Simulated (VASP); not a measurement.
# Mg9O8 (a cell with a defect) in VASP: relaxation of the atoms with r2SCAN

Aim: the relaxation of the atoms of Mg9O8 (a cell with a defect) with r2SCAN.

Everything below comes from runs of VASP 6.6.1. Logs are shortened: lines on timing, memory, paths and dates and some standing lists are left out, and cuts for length are marked.

### Step 1. The cell of the first run

The cell holds a defect, 17 atoms: a = 5.905 Å, b = 5.905 Å, c = 5.905 Å, α = 60.00°, β = 60.00°, γ = 60.00°.

### Step 2. Relaxation of the atoms, r2SCAN

Contents of POSCAR:

```
Mg9O8
1.0
    0.0000000000      4.1752000000      4.1752000000
    4.1752000000      0.0000000000      4.1752000000
    4.1752000000      4.1752000000      0.0000000000
Mg O
9 8
Direct
    0.0000000000      0.0000000000      0.0000000000
    0.0000000000      0.0000000000      0.5000000000
    0.0000000000      0.5000000000      0.0000000000
    0.0000000000      0.5000000000      0.5000000000
    0.5000000000      0.0000000000      0.0000000000
    0.5000000000      0.0000000000      0.5000000000
    0.5000000000      0.5000000000      0.0000000000
    0.5000000000      0.5000000000      0.5000000000
    0.6444702800      0.6164622900      0.1241911900
    0.2500000000      0.2500000000      0.2500000000
    0.2500000000      0.2500000000      0.7500000000
    0.2500000000      0.7500000000      0.2500000000
    0.2500000000      0.7500000000      0.7500000000
    0.7500000000      0.2500000000      0.2500000000
    0.7500000000      0.2500000000      0.7500000000
    0.7500000000      0.7500000000      0.2500000000
    0.7500000000      0.7500000000      0.7500000000
```

Contents of INCAR.step1:

```
PREC = Accurate
ENCUT = 520
ISMEAR = 0
SIGMA = 0.05
LREAL = Auto
LASPH = True
NELM = 100
GGA = PE
ALGO = Normal
EDIFF = 1E-4
LWAVE = True
LCHARG = False
```

Contents of INCAR.step2:

```
PREC = Accurate
ENCUT = 520
EDIFF = 1E-6
ISMEAR = 0
SIGMA = 0.05
LREAL = Auto
LASPH = True
NELM = 100
ALGO = Normal
ISIF = 2
LWAVE = False
LCHARG = False
METAGGA = R2SCAN
LMIXTAU = True
IBRION = 2
NSW = 80
EDIFFG = -0.03
ISTART = 1
```

Contents of KPOINTS:

```
regular mesh
0
Gamma
  3 3 3
```

Potentials or basis: VASP PAW PBE potentials, release 64 (Mg, O).

Run with:

```console
$ cat potpaw_PBE.64/Mg/POTCAR potpaw_PBE.64/O/POTCAR > POTCAR
$ cp INCAR.step1 INCAR
$ mpirun -np 1 vasp_std > vasp.out
$ cp INCAR.step2 INCAR
$ mpirun -np 1 vasp_std > vasp.out
```

OUTCAR:

```text
PREC = Accurate
   ENCUT = 520
   EDIFF = 1E-6
   ISMEAR = 0
   LREAL = Auto
   LASPH = True
   NELM = 100
   ISIF = 2
   METAGGA = R2SCAN
   IBRION = 2
   NSW = 80
   EDIFFG = -0.03
   ISTART = 1

 ion  position               nearest neighbor table
   1  0.000  0.000  0.000-  11 2.09  12 2.09  13 2.09  14 2.09  15 2.09  16 2.09   2 2.95   3 2.95
                             5 2.95   2 2.95   4 2.95   6 2.95   3 2.95   4 2.95   7 2.95   5 2.95
   2  0.000  0.000  0.500-  10 2.09  12 2.09  13 2.09  14 2.09  15 2.09  17 2.09   1 2.95   4 2.95
                             6 2.95   1 2.95   3 2.95   5 2.95   3 2.95   4 2.95   8 2.95   5 2.95
   3  0.000  0.500  0.000-   9 1.71  10 2.09  11 2.09  13 2.09  14 2.09  16 2.09  17 2.09   4 2.95
                             7 2.95   1 2.95   2 2.95   4 2.95   8 2.95   1 2.95   2 2.95   5 2.95
   4  0.000  0.500  0.500-  10 2.09  11 2.09  12 2.09  15 2.09  16 2.09  17 2.09   2 2.95   3 2.95
                             8 2.95   1 2.95   3 2.95   7 2.95   1 2.95   2 2.95   6 2.95   6 2.95
   5  0.500  0.000  0.000-   9 1.85  10 2.09  11 2.09  12 2.09  15 2.09  16 2.09  17 2.09   6 2.95
                             7 2.95   1 2.95   2 2.95   6 2.95   8 2.95   3 2.95   7 2.95   8 2.95
   6  0.500  0.000  0.500-  10 2.09  11 2.09  13 2.09  14 2.09  16 2.09  17 2.09   2 2.95   5 2.95
                             8 2.95   1 2.95   5 2.95   7 2.95   4 2.95   7 2.95   8 2.95   1 2.95
   7  0.500  0.500  0.000-   9 1.86  10 2.09  12 2.09  13 2.09  14 2.09  15 2.09  17 2.09   5 2.95
                             8 2.95   3 2.95   4 2.95   6 2.95   8 2.95   1 2.95   5 2.95   6 2.95
   8  0.500  0.500  0.500-   9 1.81  11 2.09  12 2.09  13 2.09  14 2.09  15 2.09  16 2.09   6 2.95
                             7 2.95   4 2.95   3 2.95   5 2.95   7 2.95   2 2.95   5 2.95   6 2.95
   9  0.644  0.616  0.124-   3 1.71  16 1.76  14 1.77  17 1.81   8 1.81   5 1.85   7 1.86  12 1.90
                             4 3.39   2 3.39   1 3.41   1 3.42   2 3.43   4 3.44   6 3.46   6 3.47
  10  0.250  0.250  0.250-   2 2.09   3 2.09   4 2.09   5 2.09   6 2.09   7 2.09
  11  0.250  0.250  0.750-   1 2.09   3 2.09   4 2.09   5 2.09   6 2.09   8 2.09
  12  0.250  0.750  0.250-   9 1.90   2 2.09   4 2.09   5 2.09   7 2.09   8 2.09   1 2.09
  13  0.250  0.750  0.750-   1 2.09   2 2.09   3 2.09   6 2.09   7 2.09   8 2.09
  14  0.750  0.250  0.250-   9 1.77   2 2.09   3 2.09   6 2.09   7 2.09   8 2.09   1 2.09
  15  0.750  0.250  0.750-   1 2.09   2 2.09   4 2.09   5 2.09   7 2.09   8 2.09
  16  0.750  0.750  0.250-   9 1.76   3 2.09   4 2.09   5 2.09   6 2.09   8 2.09   1 2.09
  17  0.750  0.750  0.750-   9 1.81   3 2.09   4 2.09   5 2.09   6 2.09   7 2.09   2 2.09

 -----------------------------------------------------------------------------
|                                                                             |
|           W    W    AA    RRRRR   N    N  II  N    N   GGGG   !!!           |
|           W    W   A  A   R    R  NN   N  II  NN   N  G    G  !!!           |
|           W    W  A    A  R    R  N N  N  II  N N  N  G       !!!           |
|           W WW W  AAAAAA  RRRRR   N  N N  II  N  N N  G  GGG   !            |
|           WW  WW  A    A  R   R   N   NN  II  N   NN  G    G                |
|           W    W  A    A  R    R  N    N  II  N    N   GGGG   !!!           |
|                                                                             |
|     The distance between some ions is very small. Please check the          |
|     nearest-neighbor list in the OUTCAR file.                               |
|     I HOPE YOU KNOW WHAT YOU ARE DOING!                                     |
|                                                                             |
 -----------------------------------------------------------------------------

  LATTYP: Found a face centered cubic cell.
 ALAT       =     8.3504000000

  Lattice vectors:

 A1 = (   0.0000000000,   4.1752000000,   4.1752000000)
 A2 = (   4.1752000000,   0.0000000000,   4.1752000000)
 A3 = (   4.1752000000,   4.1752000000,   0.0000000000)

Analysis of symmetry for initial positions (statically):
=====================================================================
 Subroutine PRICEL returns:
 Original cell was already a primitive cell.

 Routine SETGRP: Setting up the symmetry group for a
 face centered cubic supercell.

 Subroutine GETGRP returns: Found  1 space group operations
 (whereof  1 operations were pure point group operations)
 out of a pool of 48 trial point group operations.

The static configuration has the point symmetry C_1 .

Analysis of symmetry for dynamics (positions and initial velocities):
=====================================================================
 Subroutine PRICEL returns:
 Original cell was already a primitive cell.

 Routine SETGRP: Setting up the symmetry group for a
 face centered cubic supercell.

 Subroutine GETGRP returns: Found  1 space group operations
 (whereof  1 operations were pure point group operations)
 out of a pool of 48 trial point group operations.
[... 83 lines left out ...]

 Found     14 irreducible k-points:

 Following reciprocal coordinates:
            Coordinates               Weight
  0.000000  0.000000  0.000000      1.000000
  0.333333  0.000000  0.000000      2.000000
  0.000000  0.333333  0.000000      2.000000
  0.000000  0.000000  0.333333      2.000000
  0.333333  0.333333  0.333333      2.000000
  0.333333  0.333333  0.000000      2.000000
  0.000000  0.333333  0.333333      2.000000
  0.333333  0.000000  0.333333      2.000000
 -0.333333  0.333333  0.000000      2.000000
  0.000000 -0.333333  0.333333      2.000000
  0.333333  0.000000 -0.333333      2.000000
  0.333333  0.333333 -0.333333      2.000000
 -0.333333  0.333333 -0.333333      2.000000
  0.333333 -0.333333 -0.333333      2.000000
   k-points           NKPTS =     14   k-points in BZ     NKDIM =     14   number of bands    NBANDS=     42
   number of dos      NEDOS =    301   number of ions     NIONS =     17
   total plane-waves  NPLWV = 110592
   dimension x,y,z NGX =    48 NGY =   48 NGZ =   48
   dimension x,y,z NGXF=    96 NGYF=   96 NGZF=   96
   ions per type =               9   8
   NGX,Y,Z   is equivalent  to a cutoff of  13.51, 13.51, 13.51 a.u.
   NGXF,Y,Z  is equivalent  to a cutoff of  27.03, 27.03, 27.03 a.u.
 SYSTEM =  unknown system
   PREC   = accura    normal or accurate (medium, high low for compatibility)
   ISTART =      1    job   : 0-new  1-cont  2-samecut
   ICHARG =      0    charge: 1-file 2-atom 10-const
   ISPIN  =      1    spin polarized calculation?
   LNONCOLLINEAR =      F non collinear calculations
   LSORBIT =      F    spin-orbit coupling
   LASPH  =      T    aspherical Exc in radial PAW
   ENCUT  =  520.0 eV  38.22 Ry    6.18 a.u.  10.98 10.98 10.98*2*pi/ulx,y,z
   NELM   =    100;   NELMIN=  2; NELMDL=  0     # of ELM steps
   EDIFF  = 0.1E-05   stopping-criterion for ELM
   LREAL  =      T    real-space projection
   EDIFFG = -.3E-01   stopping-criterion for IOM
   NSW    =     80    number of steps for IOM
   IBRION =      2    ionic relax: 0-MD 1-quasi-New 2-CG
   NFREE  =      1    steps in history (QN), initial steepest desc. (CG)
   ISIF   =      2    stress and relaxation
   ISYM   =      2    0-nonsym 1-usesym 2-fastsym
   POTIM  = 0.5000    time-step for ionic-motion
   TEBEG  =    0.0;   TEEND  =   0.0 temperature during run
   PSTRESS=    0.0 pullay stress
   NELECT =      66.0000    total number of electrons
   NUPDOWN=      -1.0000    fix difference up-down
   EMIN   =  10.00;   EMAX   =-10.00  energy-range for DOS
   EFERMI =   0.00;   METHOD = LEGACY
   ISMEAR =     0;   SIGMA  =   0.05  broadening in eV -4-tet -1-fermi 0-gaus
   EFERMI_NEDOS =   21; number of points for ismear=-14 and -15
   IALGO  =     38    algorithm
   IMIX   =      4    mixing-type and parameters
     AMIX     =   0.40;   BMIX     =  1.00
     AMIX_MAG =   1.60;   BMIX_MAG =  1.00
  volume/ion in A,a.u.               =       8.56        57.78
  Fermi-wavevector in a.u.,A,eV,Ry     =   1.257676  2.376663 21.521009  1.581750
  Thomas-Fermi vector in A             =   2.391323
   LORBIT       =      0    0 simple, 1 ext, 2 COOP (PROOUT), +10 PAW based schemes
   METAGGA = R2SCAN    functional components
   LHFCALC =     F    Hartree Fock is set to
   AEXX    =    0.0000 exact exchange contribution
   IVDW    =     0    specifies the selected vdW correction
   LEPSILON=     F    determine dielectric tensor
   LRPA    =     F    only Hartree local field effects (RPA)
 conjugate gradient relaxation of ions
 non-spin polarized calculation
 Gauss-broadening in eV      SIGMA  =   0.05
  energy-cutoff  :      520.00
  volume of cell :      145.57
 maximum number of plane-waves:      3944
 NGX is ok and might be reduce to    48
   NGX = 21   NGY = 21   NGZ = 21

--------------------------------------- Ionic step        1  -------------------------------------------

 number of electron      66.0000016 magnetization

 Free energy of the ion-electron system (eV)
  ---------------------------------------------------
  ext. energy  EPLUGINS =         0.00000000
  ---------------------------------------------------
  free energy    TOTEN  =      -110.52518297 eV

  energy without entropy =     -110.50895967  energy(sigma->0) =     -110.51707132

------------------------ aborting loop because EDIFF is reached ----------------------------------------

  FORCE on cell =-STRESS in cart. coord.  units (eV):
  Direction    XX          YY          ZZ          XY          YZ          ZX
  --------------------------------------------------------------------------------------
  -------------------------------------------------------------------------------------
  Total       44.4362217     44.0252803     44.3826856     -0.8887989      0.7899337     -1.4311837
  in kB      489.0867083    484.5636862    488.4974641     -9.7825534      8.6943949    -15.7523057
  external PRESSURE =     487.3826195 kB  Pullay stress =       0.0000000 kB
[... 134 lines left out ...]
  FREE ENERGIE OF THE ION-ELECTRON SYSTEM (eV)
  ---------------------------------------------------
  free  energy   TOTEN  =      -116.4733983048 eV

  energy  without entropy=     -116.4569971073  energy(sigma->0) =     -116.46519771

[... ionic steps 4 to 24 ...]

--------------------------------------- Ionic step       25  -------------------------------------------

 number of electron      66.0000010 magnetization

------------------------ aborting loop because EDIFF is reached ----------------------------------------
[... 97 lines left out ...]
--------------------------------------- Ionic step       27  -------------------------------------------

 number of electron      66.0000010 magnetization

 Free energy of the ion-electron system (eV)
  ---------------------------------------------------
  ext. energy  EPLUGINS =         0.00000000
  ---------------------------------------------------
  free energy    TOTEN  =      -116.99588085 eV

  energy without entropy =     -116.98469454  energy(sigma->0) =     -116.99028770

 E-fermi :  11.1218     XC(G=0): -12.1051

 val. band max:       11.0870550821   @ k =   0.3333  -0.3333  -0.3333
 cond. band min:      11.1634363619   @ k =   0.3333   0.3333   0.3333
 fundamental gap:      0.0763812798
 Fermi energy:        11.1217771785

 k-point     1 :       0.0000    0.0000    0.0000
  band No.  band energies     occupation
      1     -15.0200      2.00000
      2     -13.8041      2.00000
      3     -13.8030      2.00000
      4     -13.8017      2.00000
      5     -13.6180      2.00000
      6     -13.1472      2.00000
[... 663 lines left out ...]
  FREE ENERGIE OF THE ION-ELECTRON SYSTEM (eV)
  ---------------------------------------------------
  free  energy   TOTEN  =      -116.9958808514 eV

  energy  without entropy=     -116.9846945434  energy(sigma->0) =     -116.99028770

 reached required accuracy - stopping structural energy minimisation
```

Wall time 1.8 h (1 thread of Intel Xeon Platinum 8375C at 2.90GHz (Ice Lake), shared host); peak memory 0.39 GiB.

Results:

- Free energy: -116.9959 eV
- Energy gained by relaxing: 380.6 meV/atom
- Ionic steps: 27
- Pressure after relaxing: 44.7 GPa
- Largest force after relaxing: 0.020 eV/Å
- Band gap on the k mesh: zero (bands 33 and 34 overlap by 0.27 eV)

Forces in eV/Å, atoms in the order of the input:
```
Mg  -0.001 -0.013  0.000
Mg   0.008 -0.006  0.000
Mg   0.003 -0.006 -0.004
Mg  -0.001 -0.006 -0.008
Mg   0.005 -0.005 -0.001
Mg   0.002 -0.010 -0.004
Mg   0.001 -0.005 -0.004
Mg   0.008  0.000 -0.009
Mg   0.001  0.008  0.001
O   -0.006  0.006  0.007
O   -0.013  0.001 -0.003
O   -0.004  0.008  0.005
O    0.002  0.003  0.012
O   -0.010  0.010  0.003
O    0.012 -0.010 -0.012
O   -0.002  0.011  0.011
O   -0.004  0.014  0.005
```

Step by step:
| step | energy change (eV) | largest force (eV/Å) | pressure (GPa) |
| --- | --- | --- | --- |
| 1 | 0.0000 | 12.0824 | 48.74 |
| 2 | -1.8353 | 12.0015 | 57.27 |
| 3 | -5.9482 | 1.3036 | 46.96 |
| 4 | -5.9475 | 1.3676 | 47.04 |
| 5 | -6.2444 | 0.9721 | 45.45 |
| 6 | -6.2777 | 1.4060 | 44.93 |
| 7 | -6.4070 | 0.8041 | 44.07 |
| 8 | -6.4093 | 0.7185 | 44.14 |
| 9 | -6.4632 | 0.2698 | 44.70 |
| 10 | -6.4633 | 0.3016 | 44.74 |
| 11 | -6.4664 | 0.2499 | 44.73 |
| 12 | -6.4675 | 0.0811 | 44.73 |
| 13 | -6.4682 | 0.0378 | 44.70 |
| 14 | -6.4684 | 0.0628 | 44.69 |
| 15 | -6.4689 | 0.0314 | 44.71 |
| 16 | -6.4689 | 0.0379 | 44.73 |
| 17 | -6.4692 | 0.0415 | 44.72 |
| 18 | -6.4694 | 0.0514 | 44.71 |
| 19 | -6.4694 | 0.0555 | 44.71 |
| 20 | -6.4696 | 0.0391 | 44.71 |
| 21 | -6.4699 | 0.0532 | 44.72 |
| 22 | -6.4700 | 0.0637 | 44.72 |
| 23 | -6.4701 | 0.0591 | 44.72 |
| 24 | -6.4703 | 0.0508 | 44.71 |
| 25 | -6.4704 | 0.0359 | 44.71 |
| 26 | -6.4706 | 0.0316 | 44.69 |
| 27 | -6.4707 | 0.0197 | 44.71 |

Final structure:
```
Mg O
1.0
     0.00000    4.17520    4.17520
     4.17520    0.00000    4.17520
     4.17520    4.17520    0.00000
Mg O
9 8
Direct
  0.00260 0.00056 0.99641
  0.00259 0.00053 0.50123
  0.06980 0.47651 0.97732
  0.00259 0.49577 0.50124
  0.47892 0.06787 0.97698
  0.49695 0.00083 0.50151
  0.47888 0.47632 0.97695
  0.47921 0.47660 0.56772
  0.62587 0.62488 0.12433
  0.24054 0.23926 0.28104
  0.24064 0.23948 0.73989
  0.24329 0.75204 0.25274
  0.24061 0.78015 0.73986
  0.75295 0.24241 0.25280
  0.78292 0.23890 0.73938
  0.75292 0.75190 0.25275
  0.75319 0.75245 0.74203
```

Levels at points of the mesh, in eV from the Fermi level:
```tsv
k point	band 29	band 30	band 31	band 32	band 33	band 34	band 35	band 36	band 37	band 38
(0.00, 0.00, 0.00)	-8.18	-7.68	-7.68	-7.67	-2.39	-0.30	0.80	0.80	0.81	1.93
```

Caveat: the k points lie up to 0.43 Å⁻¹ apart; the PAW data sets were made with another functional, which shifts forces and pressure a little.

The gap in the log of VASP goes by the Fermi energy; the results here count the filled bands.